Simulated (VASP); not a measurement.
# C (Cmme) in VASP: a series of runs

C is run at these levels: PBE; tasks: single point.

All numbers are computed with VASP 6.6.1; they aren't measurements. Logs are shortened: lines on timing, memory, paths and dates and some standing lists are left out, and cuts for length are marked.

### Step 1. The cell of the first run

It takes space group Cmme (No. 67, orthorhombic). Conventional cell: a = 2.206 Å, b = 4.140 Å, c = 8.438 Å, α = 90.00°, β = 90.00°, γ = 90.00°. Within 1.7 Å of C (site symmetry m) lie 3 C at 1.30 to 1.38 Å.

### Step 2. Single point, PBE (9.63 Å³/atom)

Input file INCAR:

```
  ALGO = Normal
  EDIFF = 1E-6
  ENCUT = 520
  GGA = PE
  ISIF = 2
  ISMEAR = 0
  LASPH = T
  LCHARG = F
  LREAL = F
  LWAVE = F
  NBANDS = 16
  NELM = 100
  PREC = Accurate
  SIGMA = 0.15
```

Input file KPOINTS:

```
k-points
0
Gamma
  21 21 6
```

Input file POSCAR:

```
C
1.0
    1.1031312015     -2.0700226059      0.0000000000
    1.1031312015      2.0700226059      0.0000000000
    0.0000000000      0.0000000000      8.4379001302
C
4
Direct
    0.0833329406      0.9166670594      0.7503043452
    0.5833329406      0.4166670594      0.2496956548
    0.9166670594      0.0833329406      0.2496956548
    0.4166670594      0.5833329406      0.7503043452
```

Potentials or basis: VASP PAW PBE potentials, release 64 (C).

On the command line:

```
cat potpaw_PBE.64/C/POTCAR > POTCAR
mpirun -np 1 vasp_std > vasp.out
```

OUTCAR:

```text
EDIFF = 1E-6
   ENCUT = 520
   GGA = PE
   ISIF = 2
   ISMEAR = 0
   LASPH = T
   LREAL = F
   NELM = 100
   PREC = Accurate

 ion  position               nearest neighbor table
   1  0.083  0.917  0.750-   4 1.30   4 1.30   4 1.38
   2  0.583  0.417  0.250-   3 1.30   3 1.30   3 1.38
   3  0.917  0.083  0.250-   2 1.30   2 1.30   2 1.38
   4  0.417  0.583  0.750-   1 1.30   1 1.30   1 1.38

  LATTYP: Found a base centered orthorhombic cell.
 ALAT       =     2.2062624030
 B/A-ratio  =     1.8764971955
 C/A-ratio  =     3.8245224678

  Lattice vectors:

 A1 = (   1.1031312015,  -2.0700226059,   0.0000000000)
 A2 = (   1.1031312015,   2.0700226059,   0.0000000000)
 A3 = (   0.0000000000,   0.0000000000,   8.4379001302)

Analysis of symmetry for initial positions (statically):
=====================================================================
 Subroutine PRICEL returns:
 Original cell was already a primitive cell.

 Routine SETGRP: Setting up the symmetry group for a
 base centered orthorhombic supercell.

 Subroutine GETGRP returns: Found  8 space group operations
 (whereof  4 operations were pure point group operations)
 out of a pool of  8 trial point group operations.

The static configuration has the point symmetry C_2h.
 The point group associated with its full space group is D_2h.

Analysis of symmetry for dynamics (positions and initial velocities):
=====================================================================
 Subroutine PRICEL returns:
 Original cell was already a primitive cell.

 Routine SETGRP: Setting up the symmetry group for a
 base centered orthorhombic supercell.

 Subroutine GETGRP returns: Found  8 space group operations
 (whereof  4 operations were pure point group operations)
 out of a pool of  8 trial point group operations.

The dynamic configuration has the point symmetry C_2h.
 The point group associated with its full space group is D_2h.

 Subroutine INISYM returns: Found  8 space group operations
 (whereof  4 operations are pure point group operations),
 and found     1 'primitive' translations

----------------------------------------------------------------------------------------

                                     Primitive cell

  volume of cell :      38.5360

  direct lattice vectors                    reciprocal lattice vectors
     1.103131202 -2.070022606  0.000000000     0.453255242 -0.241543256  0.000000000
     1.103131202  2.070022606  0.000000000     0.453255242  0.241543256  0.000000000
     0.000000000  0.000000000  8.437900130     0.000000000  0.000000000  0.118512898

  length of vectors
     2.345611229  2.345611229  8.437900130     0.513598539  0.513598539  0.118512898

  position of ions in fractional coordinates (direct lattice)
     0.083332941  0.916667059  0.750304345
     0.583332941  0.416667059  0.249695655
     0.916667059  0.083332941  0.249695655
     0.416667059  0.583332941  0.750304345

  ion indices of the primitive-cell ions
   primitive index   ion index
                 1           1
                 2           2
                 3           3
                 4           4

----------------------------------------------------------------------------------------

 KPOINTS: k-points

Automatic generation of k-mesh.
 Grid dimensions read from file:
 generate k-points for:   21   21    6

 Generating k-lattice:

  Cartesian coordinates                     Fractional coordinates (reciprocal lattice)
     0.021583583 -0.011502060  0.000000000     0.047619048 -0.000000000  0.000000000
     0.021583583  0.011502060  0.000000000    -0.000000000  0.047619048  0.000000000
     0.000000000  0.000000000  0.019752150     0.000000000  0.000000000  0.166666667

  Length of vectors
     0.024457073  0.024457073  0.019752150

  Shift w.r.t. Gamma in fractional coordinates (k-lattice)
     0.000000000  0.000000000  0.000000000

 Subroutine IBZKPT returns following result:
 ===========================================

 Found    484 irreducible k-points:

 Following reciprocal coordinates:
            Coordinates               Weight
  0.000000  0.000000  0.000000      1.000000
  0.047619 -0.000000  0.000000      4.000000
  0.095238 -0.000000  0.000000      4.000000
  0.142857 -0.000000  0.000000      4.000000
  0.190476 -0.000000  0.000000      4.000000
  0.238095  0.000000  0.000000      4.000000
[... 16 lines left out ...]
 -0.428571  0.047619  0.000000      4.000000
 -0.380952  0.047619  0.000000      4.000000
 [... further k-points ...]
   k-points           NKPTS =    484   k-points in BZ     NKDIM =    484   number of bands    NBANDS=     16
   number of dos      NEDOS =    301   number of ions     NIONS =      4
   total plane-waves  NPLWV =  20736
   dimension x,y,z NGX =    18 NGY =   18 NGZ =   64
   dimension x,y,z NGXF=    36 NGYF=   36 NGZF=  128
   ions per type =               4
   NGX,Y,Z   is equivalent  to a cutoff of  12.76, 12.76, 12.61 a.u.
   NGXF,Y,Z  is equivalent  to a cutoff of  25.52, 25.52, 25.22 a.u.
 SYSTEM =  unknown system
   PREC   = accura    normal or accurate (medium, high low for compatibility)
   ISTART =      0    job   : 0-new  1-cont  2-samecut
   ICHARG =      2    charge: 1-file 2-atom 10-const
   ISPIN  =      1    spin polarized calculation?
   LNONCOLLINEAR =      F non collinear calculations
   LSORBIT =      F    spin-orbit coupling
   LASPH  =      T    aspherical Exc in radial PAW
   ENCUT  =  520.0 eV  38.22 Ry    6.18 a.u.   4.36  4.36 15.69*2*pi/ulx,y,z
   NELM   =    100;   NELMIN=  2; NELMDL= -5     # of ELM steps
   EDIFF  = 0.1E-05   stopping-criterion for ELM
   LREAL  =      F    real-space projection
   EDIFFG = 0.1E-04   stopping-criterion for IOM
   NSW    =      0    number of steps for IOM
   IBRION =     -1    ionic relax: 0-MD 1-quasi-New 2-CG
   NFREE  =      0    steps in history (QN), initial steepest desc. (CG)
   ISIF   =      2    stress and relaxation
   ISYM   =      2    0-nonsym 1-usesym 2-fastsym
   POTIM  = 0.5000    time-step for ionic-motion
   TEBEG  =    0.0;   TEEND  =   0.0 temperature during run
   PSTRESS=    0.0 pullay stress
   NELECT =      16.0000    total number of electrons
   NUPDOWN=      -1.0000    fix difference up-down
   EMIN   =  10.00;   EMAX   =-10.00  energy-range for DOS
   EFERMI =   0.00;   METHOD = LEGACY
   ISMEAR =     0;   SIGMA  =   0.15  broadening in eV -4-tet -1-fermi 0-gaus
   EFERMI_NEDOS =   21; number of points for ismear=-14 and -15
   IALGO  =     38    algorithm
   IMIX   =      4    mixing-type and parameters
     AMIX     =   0.40;   BMIX     =  1.00
     AMIX_MAG =   1.60;   BMIX_MAG =  1.00
  volume/ion in A,a.u.               =       9.63        65.01
  Fermi-wavevector in a.u.,A,eV,Ry     =   1.221310  2.307941 20.294428  1.491598
  Thomas-Fermi vector in A             =   2.356497
   LORBIT       =      0    0 simple, 1 ext, 2 COOP (PROOUT), +10 PAW based schemes
   GGA     = PE    functional components
   LHFCALC =     F    Hartree Fock is set to
   AEXX    =    0.0000 exact exchange contribution
   IVDW    =     0    specifies the selected vdW correction
   LEPSILON=     F    determine dielectric tensor
   LRPA    =     F    only Hartree local field effects (RPA)
 non-spin polarized calculation
 Gauss-broadening in eV      SIGMA  =   0.15
  energy-cutoff  :      520.00
  volume of cell :       38.54
 maximum number of plane-waves:      1056
 NGX is ok and might be reduce to    18
   NGX =  9   NGY =  9   NGZ = 31

 number of electron      15.9999999 magnetization

 Free energy of the ion-electron system (eV)
  ---------------------------------------------------
  ext. energy  EPLUGINS =         0.00000000
  ---------------------------------------------------
  free energy    TOTEN  =       -34.93109812 eV

  energy without entropy =      -34.93109760  energy(sigma->0) =      -34.93109786

 E-fermi :   4.1213     XC(G=0):  -9.1322

 val. band max:        3.6916327161   @ k =   0.3333   0.2857   0.0000
 cond. band min:       4.5322390627   @ k =   0.3333   0.2857   0.0000
 fundamental gap:      0.8406063466
 Fermi energy:         4.1213094110

 k-point     1 :       0.0000    0.0000    0.0000
  band No.  band energies     occupation
      1     -17.2436      2.00000
      2     -17.2097      2.00000
      3      -5.3103      2.00000
      4      -4.8630      2.00000
      5       0.8398      2.00000
      6       0.8441      2.00000
[... 8 lines left out ...]
     15      15.0746      0.00000
     16      18.2460      0.00000

 k-point     2 :       0.0476   -0.0000    0.0000
  band No.  band energies     occupation
      1     -17.1807      2.00000
      2     -17.1469      2.00000
      3      -5.2302      2.00000
      4      -4.7841      2.00000
      5       0.6929      2.00000
      6       0.6970      2.00000
[... 8 lines left out ...]
     15      15.0996      0.00000
     16      18.0101      0.00000

 k-point     3 :       0.0952   -0.0000    0.0000
  band No.  band energies     occupation
      1     -16.9920      2.00000
      2     -16.9587      2.00000
      3      -4.9905      2.00000
      4      -4.5480      2.00000
      5       0.2811      2.00000
      6       0.2848      2.00000
[... 8 lines left out ...]
     15      15.2685      0.00000
     16      17.3310      0.00000

 k-point     4 :       0.1429   -0.0000    0.0000
  band No.  band energies     occupation
      1     -16.6781      2.00000
      2     -16.6458      2.00000
      3      -4.5927      2.00000
      4      -4.1563      2.00000
      5      -0.4458      2.00000
      6      -0.4457      2.00000
[... 8 lines left out ...]
     15      15.8915      0.00000
     16      16.2706      0.00000
[... 324 lines left out ...]
 k-point    22 :      -0.4762    0.0476    0.0000
  band No.  band energies     occupation
      1     -11.7620      2.00000
      2     -11.7420      2.00000
      3      -9.1586      2.00000
      4      -9.1435      2.00000
      5      -3.5183      2.00000
      6      -3.5161      2.00000
[... 8 lines left out ...]
     15      17.5300      0.00000
     16      19.0763      0.00000

 k-point    23 :      -0.4286    0.0476    0.0000
  band No.  band energies     occupation
      1     -12.8207      2.00000
      2     -12.7982      2.00000
      3      -7.8167      2.00000
      4      -7.8040      2.00000
      5      -3.3553      2.00000
      6      -3.3528      2.00000
[... 8 lines left out ...]
     15      19.1407      0.00000
     16      19.3638      0.00000

 k-point    24 :      -0.3810    0.0476    0.0000
  band No.  band energies     occupation
      1     -13.7763      2.00000
      2     -13.7513      2.00000
      3      -6.4144      2.00000
      4      -6.4042      2.00000
      5      -3.0656      2.00000
      6      -3.0629      2.00000
[... 8 lines left out ...]
     15      18.0743      0.00000
     16      20.6518      0.00000

 [... further k-points ...]
[... 5 lines left out ...]
  --------------------------------------------------------------------------------------
  -------------------------------------------------------------------------------------
  Total       33.4655363     13.8160474     -0.0131102      0.0000000      0.0000000      0.0000000
  in kB     1391.3671288    574.4176320     -0.5450709      0.0000000      0.0000000      0.0000000
  external PRESSURE =     655.0798966 kB  Pullay stress =       0.0000000 kB

 VOLUME and BASIS-vectors are now :
 -----------------------------------------------------------------------------
  energy-cutoff  :      520.00
  volume of cell :       38.54
      direct lattice vectors                 reciprocal lattice vectors
     1.103131202 -2.070022606  0.000000000     0.453255242 -0.241543256  0.000000000
     1.103131202  2.070022606  0.000000000     0.453255242  0.241543256  0.000000000
     0.000000000  0.000000000  8.437900130     0.000000000  0.000000000  0.118512898

 POSITION                                       TOTAL-FORCE (eV/Angst)
 -----------------------------------------------------------------------------------
      1.10313      1.72502      6.33099         0.000000     -2.413900     -0.000089
      1.10313     -0.34500      2.10691         0.000000     -2.413900      0.000089
      1.10313     -1.72502      2.10691         0.000000      2.413900      0.000089
      1.10313      0.34500      6.33099         0.000000      2.413900     -0.000089
 -----------------------------------------------------------------------------------
    total drift:                               -0.000000     -0.000000      0.000000

  FREE ENERGIE OF THE ION-ELECTRON SYSTEM (eV)
  ---------------------------------------------------
  free  energy   TOTEN  =       -34.9310981185 eV

  energy  without entropy=      -34.9310976016  energy(sigma->0) =      -34.93109786
```

Wall time 2.3 min (1 thread of Intel Xeon 6975P-C (Granite Rapids), shared host); peak memory 0.31 GiB.

Results:

| Property | Result |
| --- | --- |
| Free energy | -34.9311 eV |
| Pressure | 65.5 GPa |
| Largest force | 2.414 eV/Å |

Forces on the atoms (eV/Å):
```
C    0.000 -2.414  0.000
C    0.000 -2.414  0.000
C    0.000  2.414  0.000
C    0.000  2.414  0.000
```

Stress tensor (GPa, compression positive):
```
139.14   0.00   0.00
  0.00  57.44   0.00
  0.00   0.00  -0.05
```

Caveat: the stress differs along the axes, from -0 to 139 GPa; this functional lacks dispersion, which binds layers or chains, so the pressure and a relaxed spacing across them are unreliable; forces of over 1 eV/Å act on the atoms, so gaps and moduli don't describe the material at rest.

(Part 1 of 2 ends here.)
